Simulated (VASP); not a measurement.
A run of VASP 6.6.1 is set up as follows.

POSCAR

```
SiC
1.0
    5.2446640000      0.0000000000      0.0000000000
    0.0000000000      5.2446640000      0.0000000000
    0.0000000000      0.0000000000      7.8669960000
Si C
12 12
Direct
   -0.0117382162      0.0028598591     -0.0043840114
    0.0183144240     -0.0103646297      0.3336710734
   -0.0137701862     -0.0031477708      0.6632204974
   -0.0088524260      0.4988897287     -0.0058721270
    0.0014372703      0.4943662740      0.3310801226
   -0.0132660548      0.4962426573      0.6590357997
    0.5093958355     -0.0029147720     -0.0141915669
    0.5124219588     -0.0157310363      0.3369319115
    0.4966663260     -0.0104914252      0.6590509262
    0.4977296925      0.5049404500      0.0042117728
    0.4953697701      0.5015642565      0.3405176512
    0.5080477987      0.5185115767      0.6666359052
    0.2758285373      0.2161574126      0.1624733253
    0.2847599007      0.2695537789      0.5023855357
    0.2386095658      0.2375313271      0.8513572398
    0.2161774329      0.7791366616      0.1691099118
    0.2588943734      0.7688570707      0.4925590403
    0.2481127485      0.7083248803      0.8403831653
    0.7662330704      0.2817351121      0.1811419505
    0.7682282411      0.2674611758      0.4941810063
    0.7429219489      0.2526802480      0.8321821951
    0.7238124311      0.7689758581      0.1925816411
    0.7489652340      0.7169349648      0.4920557987
    0.7600279065      0.7655731616      0.8339573326
```

File INCAR.step1:

```
SYSTEM = SiC
PREC = Accurate
ENCUT = 520
ISMEAR = -1
SIGMA = 0.026
LREAL = Auto
LASPH = .TRUE.
NELM = 60
NBANDS = 66
GGA = PE
ALGO = Normal
EDIFF = 1E-4
LWAVE = .TRUE.
LCHARG = .FALSE.
```

File INCAR.step2:

```
SYSTEM = SiC
PREC = Accurate
ENCUT = 520
EDIFF = 1E-6
ISMEAR = -1
SIGMA = 0.026
LREAL = Auto
LASPH = .TRUE.
NELM = 60
ALGO = Normal
ISIF = 2
LWAVE = .FALSE.
LCHARG = .FALSE.
METAGGA = R2SCAN
LMIXTAU = .TRUE.
NBANDS = 66
ISTART = 1
```

Contents of KPOINTS:

```
regular mesh
0
G
  4 4 2
  0 0 0
```

Potentials or basis: VASP PAW PBE potentials, release 64 (Si, C).

The run is started by

```sh
$ cat potpaw_PBE.64/Si/POTCAR potpaw_PBE.64/C/POTCAR > POTCAR
$ cp INCAR.step1 INCAR
$ mpirun -np 1 vasp_std > vasp.out
$ cp INCAR.step2 INCAR
$ mpirun -np 1 vasp_std > vasp.out
```

(1) Estimate the largest force.

(2) Predict the band gap on the k mesh.

Answers

(1) 2.270 eV/Å.

(2) zero (bands 48 and 49 overlap by 1.27 eV).

Caveat: the k points lie up to 0.40 Å⁻¹ apart, too coarse for converged energies and pressures of a metal; the atoms stand as in a frame of molecular dynamics; the structure was generated, so it needn't be the stable form of SiC; the PAW data sets were made with another functional, which shifts forces and pressure a little.
